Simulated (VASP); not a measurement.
# SnO2 (P6_3/mmc) in VASP: notebook, part 2 of 2

VASP 6.6.1.

**5. Single point, PBE+D3(BJ)**

This run uses another cell than the first one, of the same volume but with other edges.

The input, INCAR:

```
  PREC = Accurate
  ENCUT = 520
  EDIFF = 1E-6
  ISMEAR = 0
  SIGMA = 0.05
  LREAL = False
  LASPH = True
  NELM = 80
  ALGO = Normal
  ISIF = 2
  LWAVE = False
  LCHARG = True
  GGA = PE
  IVDW = 12
  LELF = True
  LVHAR = True
  NBANDS = 35
```

The input, KPOINTS:

```
Automatic mesh
0
Gamma
  12 12 4
```

The input, POSCAR:

```
SnO2
1.0
    3.1111422346      0.0000000000      0.0000000000
   -1.5555711173      2.6943282099      0.0000000000
    0.0000000000      0.0000000000     11.0212639666
Sn O
2 4
Direct
    0.0000000000      0.0000000000      0.5000000000
    0.0000000000      0.0000000000      0.0000000000
    0.6666666667      0.3333333333      0.4018666787
    0.6666666667      0.3333333333      0.0981333213
    0.3333333333      0.6666666667      0.5981333213
    0.3333333333      0.6666666667      0.9018666787
```

Potentials or basis: VASP PAW PBE potentials, release 64 (Sn_d, O).

Started as:

```sh
> cat potpaw_PBE.64/Sn_d/POTCAR potpaw_PBE.64/O/POTCAR > POTCAR
> mpirun -np 1 vasp_std > vasp.out
```

OUTCAR:

```text
PREC = Accurate
   ENCUT = 520
   EDIFF = 1E-6
   ISMEAR = 0
   LREAL = False
   LASPH = True
   NELM = 80
   ISIF = 2
   GGA = PE
   IVDW = 12
 IVDW          = 12

 ion  position               nearest neighbor table
   1  0.000  0.000  0.500-   3 2.10   5 2.10   5 2.10   3 2.10   3 2.10   5 2.10
   2  0.000  0.000  0.000-   4 2.10   6 2.10   6 2.10   4 2.10   4 2.10   6 2.10
   3  0.667  0.333  0.402-   1 2.10   1 2.10   1 2.10
   4  0.667  0.333  0.098-   2 2.10   2 2.10   2 2.10
   5  0.333  0.667  0.598-   1 2.10   1 2.10   1 2.10
[... 1127 lines left out ...]
  -------------------------------------------------------------------------------------
  Total       5.84197     5.84197    -1.49526     0.00000     0.00000     0.00000
  in kB     101.31366   101.31366   -25.93138     0.00000     0.00000     0.00000
  external pressure =       58.90 kB  Pullay stress =        0.00 kB

 VOLUME and BASIS-vectors are now :
 -----------------------------------------------------------------------------
  energy-cutoff  :      520.00
  volume of cell :       92.39
      direct lattice vectors                 reciprocal lattice vectors
     3.111142235  0.000000000  0.000000000     0.321425356  0.185575016  0.000000000
    -1.555571117  2.694328210  0.000000000     0.000000000  0.371150032  0.000000000
     0.000000000  0.000000000 11.021263967     0.000000000  0.000000000  0.090733695

 POSITION                                       TOTAL-FORCE (eV/Angst)
 -----------------------------------------------------------------------------------
      0.00000      0.00000      5.51063         0.000000      0.000000      0.000000
      0.00000      0.00000      0.00000         0.000000      0.000000      0.000000
      1.55557      0.89811      4.42908         0.000000     -0.000000      0.196342
      1.55557      0.89811      1.08155         0.000000      0.000000     -0.196342
     -0.00000      1.79622      6.59219        -0.000000      0.000000     -0.196342
     -0.00000      1.79622      9.93971        -0.000000      0.000000      0.196342
 -----------------------------------------------------------------------------------
    total drift:                               -0.000000      0.000000      0.000000

  FREE ENERGIE OF THE ION-ELECTRON SYSTEM (eV)
  ---------------------------------------------------
  free  energy   TOTEN  =       -37.0525345747 eV

  energy  without entropy=      -37.0525345747  energy(sigma->0) =      -37.05253457
```

OSZICAR:

```text
N       E                     dE             d eps       ncg     rms          rms(c)
DAV:   1     0.654056283018E+03    0.65406E+03   -0.25609E+04  4354   0.214E+03
DAV:   2     0.660366229557E+02   -0.58802E+03   -0.55224E+03  4414   0.602E+02
DAV:   3    -0.360777079168E+02   -0.10211E+03   -0.10058E+03  4354   0.211E+02
DAV:   4    -0.416193326737E+02   -0.55416E+01   -0.55004E+01  4955   0.545E+01
DAV:   5    -0.417689778315E+02   -0.14965E+00   -0.14947E+00  5050   0.919E+00    0.151E+01
DAV:   6    -0.359957124325E+02    0.57733E+01   -0.16770E+01  6096   0.635E+01    0.649E+00
DAV:   7    -0.361011217188E+02   -0.10541E+00   -0.21500E+00  4384   0.855E+00    0.318E+00
DAV:   8    -0.360707707878E+02    0.30351E-01   -0.15636E-01  6212   0.366E+00    0.103E+00
DAV:   9    -0.360644773220E+02    0.62935E-02   -0.29401E-02  6578   0.261E+00    0.132E-01
DAV:  10    -0.360655235891E+02   -0.10463E-02   -0.48914E-03  5213   0.706E-01    0.666E-02
DAV:  11    -0.360655725235E+02   -0.48934E-04   -0.50549E-04  6324   0.282E-01    0.193E-02
DAV:  12    -0.360655907587E+02   -0.18235E-04   -0.53961E-05  4540   0.534E-02    0.117E-02
DAV:  13    -0.360655898300E+02    0.92862E-06   -0.58480E-06  4921   0.265E-02
   1 F= -.37052535E+02 E0= -.37052535E+02  d E =-.257801E-19
```

stdout:

```text
POSCAR found type information on POSCAR SnO
 POSCAR found :  2 types and       6 ions
 scaLAPACK will be used
 LDA part: xc-table for (Slater+PW92), standard interpolation
 POSCAR, INCAR and KPOINTS ok, starting setup
 FFT: planning ... GRIDC
 FFT: planning ... GRID_SOFT
 FFT: planning ... GRID
 WAVECAR not read
 entering main loop
```

It took 1.8 min on 1 thread of Intel Xeon Platinum 8488C (Sapphire Rapids), shared host; peak memory 0.3 GiB.

Results:

```yaml
Free_energy: -37.0525 eV
Pressure: 5.9 GPa
Largest_force: 0.196 eV/Å
Band_gap_on_the_k_mesh: 2.71 eV (least direct gap 3.11 eV)
Dispersion_energy_per_atom: -0.164 eV
```

Forces in eV/Å, atoms in the order of the input:
```
Sn   0.000  0.000  0.000
Sn   0.000  0.000  0.000
O    0.000  0.000  0.196
O    0.000  0.000 -0.196
O    0.000  0.000 -0.196
O    0.000  0.000  0.196
```

Levels at points of the mesh, in eV from the valence-band top:
```
           k point  band 22  band 23  band 24  band 25  band 26  band 27  band 28  band 29  band 30  band 31
(0.00, 0.00, 0.00)    -0.54    -0.54    -0.52    -0.52    -0.40     2.71     3.40     5.92     6.20    10.55
(0.50, 0.00, 0.00)    -1.38    -0.41    -0.39    -0.38    -0.04     5.64     5.80     7.21     7.68    10.87
(0.00, 0.00, 0.50)    -0.71    -0.53    -0.53    -0.53    -0.53     3.06     3.06     6.07     6.07    10.60
(0.50, 0.00, 0.50)    -1.52    -0.39    -0.39    -0.21    -0.21     5.72     5.72     7.44     7.44    11.01
```

Caveat: the stress differs along the axes, from -3 to 10 GPa; spin-orbit coupling is left out, which moves the levels of the heavy elements.

**6. Single point, PBE+D3(BJ)**

This run uses another cell than the first one, of the same volume but with other edges.

The input, INCAR:

```
  ALGO = Normal
  EDIFF = 1E-6
  ENCUT = 520
  GGA = PE
  ISIF = 2
  ISMEAR = 0
  IVDW = 12
  LASPH = True
  LCHARG = False
  LREAL = False
  LWAVE = False
  NBANDS = 35
  NELM = 100
  PREC = Accurate
  SIGMA = 0.05
```

The input, KPOINTS:

```
k-points
0
Gamma
  12 12 4
```

POSCAR, as its differences from that of step 5:

```diff
@@ -2,5 +2,5 @@
 1.0
-    3.1111422346      0.0000000000      0.0000000000
-   -1.5555711173      2.6943282099      0.0000000000
-    0.0000000000      0.0000000000     11.0212639666
+    3.2555698459      0.0000000000      0.0000000000
+   -1.6277849230      2.8194061904      0.0000000000
+    0.0000000000      0.0000000000     10.0650770246
 Sn O
```

Potentials or basis: VASP PAW PBE potentials, release 64 (Sn_d, O).

Started as:

```sh
> cat potpaw_PBE.64/Sn_d/POTCAR potpaw_PBE.64/O/POTCAR > POTCAR
> mpirun -np 1 vasp_std > vasp.out
```

Wall time 1.8 min (1 thread of Intel Xeon Platinum 8488C (Sapphire Rapids), shared host); peak memory 0.29 GiB.

The run converged. Its results:

- Free energy: -37.2606 eV
- Pressure: -1.7 GPa
- Largest force: 0.114 eV/Å
- Band gap on the k mesh: 1.73 eV (least direct gap 2.11 eV)
- Dispersion energy per atom: -0.165 eV

Forces on the atoms (eV/Å):
```
Sn   0.000  0.000  0.000
Sn   0.000  0.000  0.000
O    0.000  0.000 -0.114
O    0.000  0.000  0.114
O    0.000  0.000  0.114
O    0.000  0.000 -0.114
```

Stress tensor (GPa, compression positive):
```
-3.19  0.00  0.00
 0.00 -3.19  0.00
 0.00  0.00  1.25
```

Levels at points of the mesh, in eV from the valence-band top:
```tsv
k point	band 23	band 24	band 25	band 26	band 27	band 28	band 29	band 30
(0.00, 0.00, 0.00)	-1.13	-1.08	-1.08	-0.38	1.73	2.71	5.15	5.69
(0.50, 0.00, 0.00)	-0.73	-0.73	-0.65	-0.09	4.90	5.09	6.65	7.52
(0.00, 0.00, 0.50)	-1.11	-1.11	-0.87	-0.87	2.25	2.25	5.43	5.43
(0.50, 0.00, 0.50)	-0.69	-0.69	-0.35	-0.35	4.99	4.99	7.06	7.06
```

Caveat: spin-orbit coupling is left out, which moves the levels of the heavy elements. A k mesh can miss the band edges.

**7. Summary**

| cell | gap on the mesh (eV) | pressure (GPa) | largest force (eV/Å) |
| --- | --- | --- | --- |
| a = 3.390, b = 3.390, c = 9.281 Å, angles 90.0, 90.0, 120.0°, 6 atoms | 0.65 | -7.7 | 0.14 |
| a = 3.022, b = 3.022, c = 11.679 Å, angles 90.0, 90.0, 120.0°, 6 atoms | 3.15 | 10.9 | 0.54 |
| a = 3.302, b = 3.302, c = 9.784 Å, angles 90.0, 90.0, 120.0°, 6 atoms | 1.37 | -3.9 | 0.15 |
| a = 3.111, b = 3.111, c = 11.021 Å, angles 90.0, 90.0, 120.0°, 6 atoms | 2.71 | 5.9 | 0.20 |
| a = 3.256, b = 3.256, c = 10.065 Å, angles 90.0, 90.0, 120.0°, 6 atoms | 1.73 | -1.7 | 0.11 |

Alike in all rows: task single point; level PBE+D3(BJ); potentials or basis VASP PAW PBE potentials, release 64 (Sn_d, O); no spin polarisation; k mesh 12 × 12 × 4; cutoff (eV) 520; smearing gaussian 0.05 eV.

Caveats: spin-orbit coupling is left out, which moves the levels of the heavy elements; the stress differs along the axes, from -14 to 5 GPa (at least some runs); semilocal functionals underestimate gaps, and a narrow one can read as zero (at least some runs); the stress differs along the axes, from -6 to 19 GPa (at least some runs); the stress differs along the axes, from -7 to 2 GPa (at least some runs); the stress differs along the axes, from -3 to 10 GPa (at least some runs).

Absolute energies hang on the potentials; compare differences alone.
